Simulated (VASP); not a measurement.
The system is Mo.

```
CELL_PARAMETERS angstrom
-1.57642 1.57642 1.57642
1.57642 -1.57642 1.57642
1.57642 1.57642 -1.57642
ATOMIC_POSITIONS crystal
Mo 0.00000 0.00000 0.00000
```

Program: VASP 6.6.1. Alike in all runs: task single point; level r2SCAN; potentials or basis VASP PAW PBE potentials, release 64 (Mo_sv); no spin polarisation; cell as given; cutoff (eV) 520. Hardware: 1 thread of Intel(R) Xeon(R) Platinum 8259CL CPU @ 2.50GHz (Skylake/Cascade Lake), with other jobs on the host.

Question: Order these runs on this cell by their wall time, lowest first.
A. k mesh 9 × 9 × 9; smearing fermi-dirac 0.1 eV
B. k mesh 14 × 14 × 14; smearing fermi-dirac 0.01 eV
C. k mesh 2 × 2 × 2; smearing fermi-dirac 0.1 eV

Answer: C (11 s), A (29 s), B (76 s).

Caveats: some runs use coarse meshes.
